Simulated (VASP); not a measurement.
The system is CaB6.

```xyz
7
Lattice="4.1450 0.0000 0.0000 0.0000 4.1450 0.0000 0.0000 0.0000 4.1450" Properties=species:S:1:pos:R:3 pbc="T T T"
Ca    2.0725    2.0725    2.0725
B     0.0000    0.0000    1.2145
B     0.0000    0.0000    2.9305
B     1.2145    0.0000    0.0000
B     2.9305    0.0000    0.0000
B     0.0000    1.2145    0.0000
B     0.0000    2.9305    0.0000
```

- Program: VASP 6.6.1
- Task: relaxation of cell and atoms
- Functional: r2SCAN
- Potentials or basis: VASP PAW PBE potentials, release 64 (Ca_sv, B)
- Cutoff: 600 eV
- k mesh: 6 × 6 × 6
- Occupations: gaussian, width 0.1 eV
- Spin: no spin polarisation

At the start: pressure 1.2 GPa; volume 10.17 Å³/atom.

Task: How do energy, volume and symmetry change on relaxing?

Result: Over 4 steps the energy falls by 12.3 meV/atom and the volume is 10.11 Å³/atom (-0.6 %); space group Pm-3m (No. 221, to 0.1 Å) before and after.

Step by step:
```tsv
step	energy change (eV)	largest force (eV/Å)	pressure (GPa)	volume (Å³)
1	0.0000	1.3480	1.24	71.22
2	0.3009	2.8127	-3.88	72.03
3	-0.0835	0.0157	-1.24	71.47
4	-0.0858	0.0147	0.21	70.78
```

Final structure:
```
Ca B
1.0
     4.13645    0.00000    0.00000
     0.00000    4.13645    0.00000
     0.00000    0.00000    4.13645
Ca B
1 6
Direct
  0.50000 0.50000 0.50000
  0.00000 0.00000 0.29832
  0.00000 0.00000 0.70168
  0.29832 0.00000 0.00000
  0.70168 0.00000 0.00000
  0.00000 0.29832 0.00000
  0.00000 0.70168 0.00000
```

Caveat: the PAW data sets were made with another functional, which shifts forces and pressure a little.
